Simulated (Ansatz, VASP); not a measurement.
## Al4B3P: VASP beside Ansatz

The input INCAR:

```
PREC = Accurate
ENCUT = 600
EDIFF = 1E-6
ISMEAR = 0
SIGMA = 0.1
LREAL = False
LASPH = True
NELM = 80
ALGO = Normal
ISIF = 3
LWAVE = False
LCHARG = False
GGA = PE
IBRION = 2
NSW = 100
EDIFFG = -0.01
```

KPOINTS

```
Automatic mesh
0
Gamma
  12 12 4
```

File POSCAR:

```
Al4B3P
1.0
    3.5091543726      0.0000000000      0.0000000000
   -1.7545771863      3.0390168325      0.0000000000
    0.0000000000      0.0000000000      9.6288130585
Al B P
4 3 1
Direct
    0.6666666667      0.3333333333      0.3335252223
    0.6666666667      0.3333333333      0.8749880369
    0.3333333333      0.6666666667      0.6664747777
    0.3333333333      0.6666666667      0.1250119631
    0.0000000000      0.0000000000      0.0000000000
    0.0000000000      0.0000000000      0.8194025258
    0.0000000000      0.0000000000      0.1805974742
    0.0000000000      0.0000000000      0.5000000000
```

Input for Ansatz:

```yaml
crystal:
  lattice:
    - [3.5091543447, 0.0, 0.0]
    - [-1.7545771724, 3.0390168084, 0.0]
    - [0.0, 0.0, 9.6288132458]
  atoms:
    - { symbol: Al, position: [0.6666666667, 0.3333333333, 0.3335252171] }
    - { symbol: Al, position: [0.6666666667, 0.3333333333, 0.8749880363] }
    - { symbol: Al, position: [0.3333333333, 0.6666666667, 0.6664747829] }
    - { symbol: Al, position: [0.3333333333, 0.6666666667, 0.1250119637] }
    - { symbol: B, position: [0.0, 0.0, 0.0] }
    - { symbol: B, position: [0.0, 0.0, 0.8194025345] }
    - { symbol: B, position: [0.0, 0.0, 0.1805974655] }
    - { symbol: P, position: [0.0, 0.0, 0.5] }
basis:
  ecutwfc: 420
kpoints:
  mp_grid: { grid: [12, 12, 4] }
hamiltonian:
  xc: pbe
scf:
  occupations: { method: gaussian, width: 0.1 }
output:
  forces: true
  stress: true
  eigenvalues: true
relax:
  adjacent_minimum: "off"
  f_tol: 0.01
  max_steps: 80
  cell: { stress_tol: 0.05 }
```

Change from the starting cell: species swapped into the CrNi3Sb4 type (P-3m1, No. 164).

Alike in both runs: task relaxation of cell and atoms; functional PBE; k mesh 12 × 12 × 4; occupations gaussian, width 0.1 eV; no spin polarisation.

|  | VASP | Ansatz |
| --- | --- | --- |
| version | VASP 6.6.1 | Ansatz 0.2.0 |
| potentials or method | VASP PAW PBE potentials, release 64 (Al, B, P), cutoff 600 eV | scalar-relativistic, plane waves, PAW |
| valence electrons in the cell | 26 | 26 |

|  | VASP | Ansatz | Ansatz less VASP |
| --- | --- | --- | --- |
| gap on the k mesh at the Fermi level, each at its own relaxed structure (eV) | none | none | - |
| relaxed volume (Å³/atom) | 12.80 | 12.81 | +0.011 |
| relaxed length of the cell vector where the two differ most in proportion (Å) | 3.508 | 3.509 | +0.0010 |

A gap of «none» marks a metal or a gap that the smearing closes.
